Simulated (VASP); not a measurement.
# GaAs (F-43m) in VASP: notebook

Aim: see how the results for GaAs move with the level of theory and the settings. Levels: HF, r2SCAN50, PBE0. Tasks: single point.

Everything below comes from runs of VASP 6.6.1. Logs are shortened: lines on timing, memory, paths and dates and some standing lists are left out, and cuts for length are marked.

### 1 The cell of the first run

Symmetry: F-43m, No. 216, cubic system. Conventional cell: a = 5.728 Å, b = 5.728 Å, c = 5.728 Å, α = 90.00°, β = 90.00°, γ = 90.00°. As (site symmetry -43m) has 4 Ga at 2.48 Å within 3.3 Å. Ga (site symmetry -43m) has 4 As at 2.48 Å within 3.3 Å.

### 2 Single point, HF

The input, POSCAR:

```
GaAs
1.0
    0.0000000000      2.8640496607      2.8640496607
    2.8640496607      0.0000000000      2.8640496607
    2.8640496607      2.8640496607      0.0000000000
As Ga
1 1
Direct
    0.7500000000      0.7500000000      0.7500000000
    0.0000000000      0.0000000000      0.0000000000
```

The input, INCAR.step1:

```
  ALGO = Normal
  EDIFF = 1E-5
  ENCUT = 520
  GGA = PE
  ISIF = 2
  ISMEAR = -1
  LASPH = T
  LCHARG = F
  LREAL = F
  LWAVE = T
  NBANDS = 16
  NELM = 80
  PREC = Accurate
  SIGMA = 0.05
```

The input, INCAR.step2:

```
  AEXX = 1.0
  AGGAC = 0.0
  ALDAC = 0.0
  ALGO = Normal
  EDIFF = 1E-6
  ENCUT = 520
  GGA = PE
  ISIF = 2
  ISMEAR = -1
  ISTART = 1
  LASPH = T
  LCHARG = F
  LHFCALC = T
  LREAL = F
  LWAVE = F
  NBANDS = 16
  NELM = 80
  PREC = Accurate
  PRECFOCK = Normal
  SIGMA = 0.05
```

The input, KPOINTS:

```
k-points
0
Gamma
  4 4 4
```

Potentials or basis: VASP PAW PBE potentials, release 64 (As, Ga_d).

Run with:

```bash
cat potpaw_PBE.64/As/POTCAR potpaw_PBE.64/Ga_d/POTCAR > POTCAR
cp INCAR.step1 INCAR
mpirun -np 1 vasp_std > vasp.out
cp INCAR.step2 INCAR
mpirun -np 1 vasp_std > vasp.out
```

OUTCAR:

```text
AEXX = 1.0
   EDIFF = 1E-6
   ENCUT = 520
   GGA = PE
   ISIF = 2
   ISMEAR = -1
   ISTART = 1
   LASPH = T
   LHFCALC = T
   LREAL = F
   NELM = 80
   PREC = Accurate
   PRECFOCK = Normal

 ion  position               nearest neighbor table
   1  0.750  0.750  0.750-   2 2.48   2 2.48   2 2.48   2 2.48
   2  0.000  0.000  0.000-   1 2.48   1 2.48   1 2.48   1 2.48

  LATTYP: Found a face centered cubic cell.
 ALAT       =     5.7280993214

  Lattice vectors:

 A1 = (   0.0000000000,   2.8640496607,   2.8640496607)
 A2 = (   2.8640496607,   0.0000000000,   2.8640496607)
 A3 = (   2.8640496607,   2.8640496607,   0.0000000000)

Analysis of symmetry for initial positions (statically):
=====================================================================
 Subroutine PRICEL returns:
 Original cell was already a primitive cell.

 Routine SETGRP: Setting up the symmetry group for a
 face centered cubic supercell.

 Subroutine GETGRP returns: Found 24 space group operations
 (whereof 24 operations were pure point group operations)
 out of a pool of 48 trial point group operations.

The static configuration has the point symmetry T_d .

Analysis of symmetry for dynamics (positions and initial velocities):
=====================================================================
 Subroutine PRICEL returns:
 Original cell was already a primitive cell.

 Routine SETGRP: Setting up the symmetry group for a
 face centered cubic supercell.

 Subroutine GETGRP returns: Found 24 space group operations
 (whereof 24 operations were pure point group operations)
 out of a pool of 48 trial point group operations.

The dynamic configuration has the point symmetry T_d .

 Subroutine INISYM returns: Found 24 space group operations
 (whereof 24 operations are pure point group operations),
 and found     1 'primitive' translations

----------------------------------------------------------------------------------------

                                     Primitive cell

  volume of cell :      46.9863

  direct lattice vectors                    reciprocal lattice vectors
     0.000000000  2.864049661  2.864049661    -0.174577978  0.174577978  0.174577978
     2.864049661  0.000000000  2.864049661     0.174577978 -0.174577978  0.174577978
     2.864049661  2.864049661  0.000000000     0.174577978  0.174577978 -0.174577978

  length of vectors
     4.050377873  4.050377873  4.050377873     0.302377929  0.302377929  0.302377929

  position of ions in fractional coordinates (direct lattice)
     0.750000000  0.750000000  0.750000000
     0.000000000  0.000000000  0.000000000

  ion indices of the primitive-cell ions
   primitive index   ion index
                 1           1
                 2           2

----------------------------------------------------------------------------------------

 KPOINTS: k-points

Automatic generation of k-mesh.
 Grid dimensions read from file:
 generate k-points for:    4    4    4

 Generating k-lattice:

  Cartesian coordinates                     Fractional coordinates (reciprocal lattice)
    -0.043644495  0.043644495  0.043644495     0.250000000  0.000000000  0.000000000
     0.043644495 -0.043644495  0.043644495     0.000000000  0.250000000  0.000000000
     0.043644495  0.043644495 -0.043644495     0.000000000  0.000000000  0.250000000

  Length of vectors
     0.075594482  0.075594482  0.075594482

  Shift w.r.t. Gamma in fractional coordinates (k-lattice)
     0.000000000  0.000000000  0.000000000

 Subroutine IBZKPT returns following result:
 ===========================================

 Found      8 irreducible k-points:

 Following reciprocal coordinates:
            Coordinates               Weight
  0.000000  0.000000  0.000000      1.000000
  0.250000  0.000000  0.000000      8.000000
  0.500000  0.000000  0.000000      4.000000
  0.250000  0.250000  0.000000      6.000000
  0.500000  0.250000  0.000000     24.000000
 -0.250000  0.250000  0.000000     12.000000
  0.500000  0.500000  0.000000      3.000000
 -0.250000  0.500000  0.250000      6.000000
   k-points           NKPTS =      8   k-points in BZ     NKDIM =     64   number of bands    NBANDS=     16
   number of dos      NEDOS =    301   number of ions     NIONS =      2
   total plane-waves  NPLWV =  27000
   dimension x,y,z NGX =    30 NGY =   30 NGZ =   30
   dimension x,y,z NGXF=    60 NGYF=   60 NGZF=   60
   ions per type =               1   1
   NGX,Y,Z   is equivalent  to a cutoff of  12.31, 12.31, 12.31 a.u.
   NGXF,Y,Z  is equivalent  to a cutoff of  24.63, 24.63, 24.63 a.u.
 SYSTEM =  unknown system
   PREC   = accura    normal or accurate (medium, high low for compatibility)
   ISTART =      1    job   : 0-new  1-cont  2-samecut
   ICHARG =      0    charge: 1-file 2-atom 10-const
   ISPIN  =      1    spin polarized calculation?
   LNONCOLLINEAR =      F non collinear calculations
   LSORBIT =      F    spin-orbit coupling
[... 94 lines left out ...]
      9       0.6910      2.00000
     10       9.5931      0.00000
     11      12.9076      0.00000
     12      12.9076      0.00000
     13      14.4934      0.00000
     14      17.5817      0.00000
     15      17.5817      0.00000
     16      17.6307      0.00000

 k-point     3 :       0.5000    0.0000    0.0000
  band No.  band energies     occupation
      1     -23.5686      2.00000
      2     -23.5343      2.00000
      3     -23.5343      2.00000
      4     -23.4570      2.00000
      5     -23.4570      2.00000
      6     -13.4668      2.00000
      7      -6.9481      2.00000
      8       0.0849      2.00000
      9       0.0849      2.00000
     10       9.0016      0.00000
     11      12.8399      0.00000
     12      12.8399      0.00000
     13      16.1873      0.00000
     14      19.6319      0.00000
     15      21.2412      0.00000
     16      21.2412      0.00000

 k-point     4 :       0.2500    0.2500    0.0000
  band No.  band energies     occupation
      1     -23.5703      2.00000
      2     -23.5331      2.00000
      3     -23.5331      2.00000
      4     -23.4628      2.00000
      5     -23.4540      2.00000
      6     -14.5247      2.00000
      7      -3.2606      2.00000
      8      -0.5205      2.00000
      9      -0.5205      2.00000
     10       9.7735      0.00000
     11      11.4199      0.00000
     12      15.3451      0.00000
     13      15.3451      0.00000
     14      15.9951      0.00000
     15      20.0515      0.00000
     16      20.7101      0.00000

 k-point     5 :       0.5000    0.2500    0.0000
  band No.  band energies     occupation
      1     -23.5783      2.00000
      2     -23.5270      2.00000
      3     -23.5255      2.00000
      4     -23.4635      2.00000
      5     -23.4543      2.00000
      6     -13.0765      2.00000
      7      -6.3950      2.00000
      8      -2.3215      2.00000
      9      -1.0028      2.00000
     10      10.0084      0.00000
     11      13.0862      0.00000
     12      14.6746      0.00000
     13      15.6798      0.00000
     14      19.5984      0.00000
     15      21.2972      0.00000
     16      21.8311      0.00000

 k-point     6 :      -0.2500    0.2500    0.0000
  band No.  band energies     occupation
      1     -23.5703      2.00000
      2     -23.5327      2.00000
      3     -23.5311      2.00000
      4     -23.4585      2.00000
      5     -23.4579      2.00000
      6     -13.6111      2.00000
      7      -5.5166      2.00000
      8      -2.4905      2.00000
      9       0.0347      2.00000
     10      10.9009      0.00000
     11      13.9627      0.00000
     12      14.2467      0.00000
     13      14.3169      0.00000
     14      16.7345      0.00000
     15      19.6961      0.00000
     16      21.9881      0.00000

 k-point     7 :       0.5000    0.5000    0.0000
  band No.  band energies     occupation
      1     -23.5907      2.00000
      2     -23.5174      2.00000
      3     -23.5174      2.00000
      4     -23.4700      2.00000
      5     -23.4509      2.00000
      6     -12.4910      2.00000
      7      -7.1455      2.00000
      8      -1.8443      2.00000
      9      -1.8443      2.00000
     10       8.9728      0.00000
     11       9.3893      0.00000
     12      20.0575      0.00000
     13      20.0575      0.00000
     14      20.5079      0.00000
     15      22.3950      0.00000
     16      22.8719      0.00000

 k-point     8 :      -0.2500    0.5000    0.2500
  band No.  band energies     occupation
      1     -23.5814      2.00000
      2     -23.5277      2.00000
      3     -23.5182      2.00000
      4     -23.4641      2.00000
      5     -23.4552      2.00000
      6     -12.4344      2.00000
      7      -6.8396      2.00000
      8      -2.8331      2.00000
      9      -2.4702      2.00000
     10      12.4947      0.00000
     11      13.3434      0.00000
     12      14.1450      0.00000
     13      14.1758      0.00000
     14      20.7143      0.00000
     15      21.7899      0.00000
     16      22.6335      0.00000

------------------------ aborting loop because EDIFF is reached ----------------------------------------

  FORCE on cell =-STRESS in cart. coord.  units (eV):
  Direction    XX          YY          ZZ          XY          YZ          ZX
  --------------------------------------------------------------------------------------
  -------------------------------------------------------------------------------------
  Total       -0.0024395     -0.0024395     -0.0024395      0.0000000      0.0000000      0.0000000
  in kB       -0.0831837     -0.0831837     -0.0831837      0.0000000      0.0000000      0.0000000
  external PRESSURE =      -0.0831837 kB  Pullay stress =       0.0000000 kB

 VOLUME and BASIS-vectors are now :
 -----------------------------------------------------------------------------
  energy-cutoff  :      520.00
  volume of cell :       46.99
      direct lattice vectors                 reciprocal lattice vectors
     0.000000000  2.864049661  2.864049661    -0.174577978  0.174577978  0.174577978
     2.864049661  0.000000000  2.864049661     0.174577978 -0.174577978  0.174577978
     2.864049661  2.864049661  0.000000000     0.174577978  0.174577978 -0.174577978

 POSITION                                       TOTAL-FORCE (eV/Angst)
 -----------------------------------------------------------------------------------
      4.29607      4.29607      4.29607         0.000000     -0.000000     -0.000000
      0.00000      0.00000      0.00000        -0.000000      0.000000      0.000000
 -----------------------------------------------------------------------------------
    total drift:                                0.000038      0.000058      0.000032

  FREE ENERGIE OF THE ION-ELECTRON SYSTEM (eV)
  ---------------------------------------------------
  free  energy   TOTEN  =       -16.3645193592 eV

  energy  without entropy=      -16.3645193592  energy(sigma->0) =      -16.36451936
```

Run time: 9 min. Hardware: 1 thread of Intel Xeon Platinum 8259CL at 2.50GHz (Skylake/Cascade Lake), shared host; peak memory 0.17 GiB.

Results:

```yaml
Free_energy: -16.3645 eV
Pressure: 0.0 GPa
Band_gap_on_the_k_mesh: 7.46 eV
```

Levels at points of the mesh, in eV from the valence-band top:
| k point | band 7 | band 8 | band 9 | band 10 | band 11 | band 12 |
| --- | --- | --- | --- | --- | --- | --- |
| (0.00, 0.00, 0.00) | 0.00 | 0.00 | 0.00 | 7.46 | 10.45 | 10.45 |
| (0.50, 0.00, 0.00) | -8.41 | -1.37 | -1.37 | 7.54 | 11.38 | 11.38 |
| (0.50, 0.50, 0.00) | -8.60 | -3.30 | -3.30 | 7.51 | 7.93 | 18.60 |

Caveat: the k points lie up to 0.47 Å⁻¹ apart; the PAW data sets were made with another functional, which shifts forces and pressure a little.

### 3 Single point, r2SCAN50

POSCAR is that of step 2.

The input, INCAR.step1:

```
PREC = Accurate
ENCUT = 440
EDIFF = 1E-5
ISMEAR = -1
SIGMA = 0.05
LREAL = False
LASPH = True
NELM = 120
ALGO = Normal
ISIF = 2
LWAVE = True
LCHARG = False
NBANDS = 21
GGA = PE
GGA_COMPAT = False
```

The input, INCAR.step2:

```
PREC = Accurate
ENCUT = 440
EDIFF = 1E-6
ISMEAR = -1
SIGMA = 0.05
LREAL = False
LASPH = True
NELM = 120
ALGO = Normal
ISIF = 2
LWAVE = False
LCHARG = False
METAGGA = R2SCAN
LHFCALC = True
AEXX = 0.5
LMIXTAU = True
PRECFOCK = Normal
NBANDS = 21
ISTART = 1
GGA_COMPAT = False
```

The input, KPOINTS:

```
regular mesh
0
Gamma
  4 4 4
```

Potentials or basis: VASP PAW PBE potentials, release 64 (As_d, Ga_d).

Run with:

```bash
cat potpaw_PBE.64/As_d/POTCAR potpaw_PBE.64/Ga_d/POTCAR > POTCAR
cp INCAR.step1 INCAR
mpirun -np 1 vasp_std > vasp.out
cp INCAR.step2 INCAR
mpirun -np 1 vasp_std > vasp.out
```

Wall time 7.3 min (1 thread of Intel Xeon 6975P-C (Granite Rapids), shared host); peak memory 0.17 GiB.

It converged, with:

```yaml
Free_energy: -23.3017 eV
Pressure: -4.3 GPa
Band_gap_on_the_k_mesh: 3.53 eV
```

Levels at points of the mesh, in eV from the valence-band top:
```tsv
k point	band 12	band 13	band 14	band 15	band 16	band 17
(0.00, 0.00, 0.00)	0.00	0.00	0.00	3.53	6.89	6.89
(0.50, 0.00, 0.00)	-7.69	-1.29	-1.29	3.94	7.85	7.85
(0.50, 0.50, 0.00)	-7.88	-3.06	-3.06	4.26	4.56	14.22
```

Caveat: the k points lie up to 0.47 Å⁻¹ apart; the PAW data sets were made with another functional, which shifts forces and pressure a little.

### 4 Single point, r2SCAN50

This run uses another cell than the first one, of 22.59 Å³/atom.

The input, POSCAR:

```
GaAs
1.0
    0.0000000000      2.8268500000      2.8268500000
    2.8268500000      0.0000000000      2.8268500000
    2.8268500000      2.8268500000      0.0000000000
As Ga
1 1
Direct
    0.7500000000      0.7500000000      0.7500000000
    0.0000000000      0.0000000000      0.0000000000
```

The input, INCAR.step1:

```
SYSTEM = GaAs
PREC = Accurate
ENCUT = 440
EDIFF = 1E-5
ISMEAR = -1
SIGMA = 0.05
LREAL = .False.
LASPH = .True.
NELM = 120
ALGO = Normal
ISIF = 2
LWAVE = .True.
GGA = PE
NBANDS = 21
GGA_COMPAT = .False.
```

The input, INCAR.step2:

```
SYSTEM = GaAs
PREC = Accurate
ENCUT = 440
EDIFF = 1E-6
ISMEAR = -1
SIGMA = 0.05
LREAL = .False.
LASPH = .True.
NELM = 120
ALGO = Normal
ISIF = 2
LWAVE = .False.
LCHARG = .True.
METAGGA = R2SCAN
LHFCALC = .True.
AEXX = 0.5
LMIXTAU = .True.
PRECFOCK = Normal
LELF = .True.
LVHAR = .True.
ISTART = 1
NBANDS = 21
GGA_COMPAT = .False.
```

The input, KPOINTS:

```
regular mesh
0
Gamma
  4 4 4
  0 0 0
```

Run with:

```bash
cat potpaw_PBE.64/As_d/POTCAR potpaw_PBE.64/Ga_d/POTCAR > POTCAR
cp INCAR.step1 INCAR
mpirun -np 1 vasp_std > vasp.out
cp INCAR.step2 INCAR
mpirun -np 1 vasp_std > vasp.out
```

Wall time 12 min (1 thread of AMD EPYC 9R45 (Zen 5), shared host); peak memory 0.14 GiB.

It converged, with:

- Free energy: -23.3359 eV
- Pressure: -1.4 GPa
- Band gap on the k mesh: 3.91 eV

Levels at points of the mesh, in eV from the valence-band top:
```csv
k point,band 12,band 13,band 14,band 15,band 16,band 17
"(0.00, 0.00, 0.00)",0.00,0.00,0.00,3.91,6.93,6.93
"(0.50, 0.00, 0.00)",-7.92,-1.35,-1.35,4.10,7.88,7.88
"(0.50, 0.50, 0.00)",-8.08,-3.21,-3.21,4.21,4.57,14.59
```

Caveat: the k points lie up to 0.48 Å⁻¹ apart; the PAW data sets were made with another functional, which shifts forces and pressure a little.

### 5 Single point, PBE0 (19.88 Å³/atom)

This run uses another cell than the first one, of 19.88 Å³/atom.

The input, POSCAR:

```
GaAs
1.0
    0.0000000000      2.7089250450      2.7089250450
    2.7089250450      0.0000000000      2.7089250450
    2.7089250450      2.7089250450      0.0000000000
As Ga
1 1
Direct
    0.2500000000      0.2500000000      0.2500000000
    0.0000000000      0.0000000000      0.0000000000
```

The input, INCAR.step1:

```
SYSTEM = GaAs
  PREC = Accurate
  ENCUT = 400
  EDIFF = 1E-5
  ISMEAR = 0
  SIGMA = 0.1
  LREAL = .FALSE.
  LASPH = .TRUE.
  NELM = 120
  ALGO = Normal
  ISIF = 2
  LWAVE = .TRUE.
  GGA = PE
  NBANDS = 21
  GGA_COMPAT = .FALSE.
```

The input, INCAR.step2:

```
SYSTEM = GaAs
  PREC = Accurate
  ENCUT = 400
  EDIFF = 1E-6
  ISMEAR = 0
  SIGMA = 0.1
  LREAL = .FALSE.
  LASPH = .TRUE.
  NELM = 120
  ALGO = Normal
  ISIF = 2
  LWAVE = .FALSE.
  LCHARG = .TRUE.
  GGA = PE
  LHFCALC = .TRUE.
  AEXX = 0.25
  PRECFOCK = Normal
  LELF = .TRUE.
  LVHAR = .TRUE.
  ISTART = 1
  NBANDS = 21
  GGA_COMPAT = .FALSE.
```

The input, KPOINTS:

```
regular mesh
0
G
  5 5 5
  0 0 0
```

Run with:

```bash
cat potpaw_PBE.64/As_d/POTCAR potpaw_PBE.64/Ga_d/POTCAR > POTCAR
cp INCAR.step1 INCAR
mpirun -np 1 vasp_std > vasp.out
cp INCAR.step2 INCAR
mpirun -np 1 vasp_std > vasp.out
```

It took 34 min on 1 thread of AMD EPYC 7R13 (Zen 3), shared host; peak memory 0.14 GiB.

The run converged. Its results:

| Quantity | Value |
| --- | --- |
| Free energy | -10.4996 eV |
| Pressure | 13.9 GPa |
| Band gap on the k mesh | 2.54 eV (least direct gap 3.23 eV) |

Levels at points of the mesh, in eV from the valence-band top:
```csv
k point,band 11,band 12,band 13,band 14,band 15,band 16,band 17,band 18
"(0.00, 0.00, 0.00)",-15.10,0.00,0.00,0.00,3.23,5.29,5.29,5.29
```

Caveat: the cell stands under pressure; the PAW data sets were made with another functional, which shifts forces and pressure a little; an odd mesh through Γ misses points on the zone boundary, where band edges can lie.

### 6 The runs side by side

```tsv
level	potentials or basis	cell	k mesh	cutoff (eV)	smearing	share of exact exchange	gap on the mesh (eV)	pressure (GPa)
HF	VASP PAW PBE potentials, release 64 (As, Ga_d)	a = 4.050 Å, angles 60.0°, 2 atoms	4 × 4 × 4	520	fermi-dirac 0.05 eV	1	7.46	0.0
r2SCAN50	VASP PAW PBE potentials, release 64 (As_d, Ga_d)	a = 4.050 Å, angles 60.0°, 2 atoms	4 × 4 × 4	440	fermi-dirac 0.05 eV	0.5	3.53	-4.3
r2SCAN50	VASP PAW PBE potentials, release 64 (As_d, Ga_d)	a = 3.998 Å, angles 60.0°, 2 atoms	4 × 4 × 4	440	fermi-dirac 0.05 eV	0.5	3.91	-1.4
PBE0	VASP PAW PBE potentials, release 64 (As_d, Ga_d)	a = 3.831 Å, angles 60.0°, 2 atoms	5 × 5 × 5	400	gaussian 0.1 eV	0.25	2.54	13.9
```

Alike in all rows: task single point; no spin polarisation.

Caveats: some runs use coarse meshes; the PAW data sets were made with another functional, which shifts forces and pressure a little; the cell stands under pressure (at least some runs); an odd mesh through Γ misses points on the zone boundary, where band edges can lie (at least some runs).

Total energies depend on the potentials used, so only differences within one code and one set of settings carry meaning.
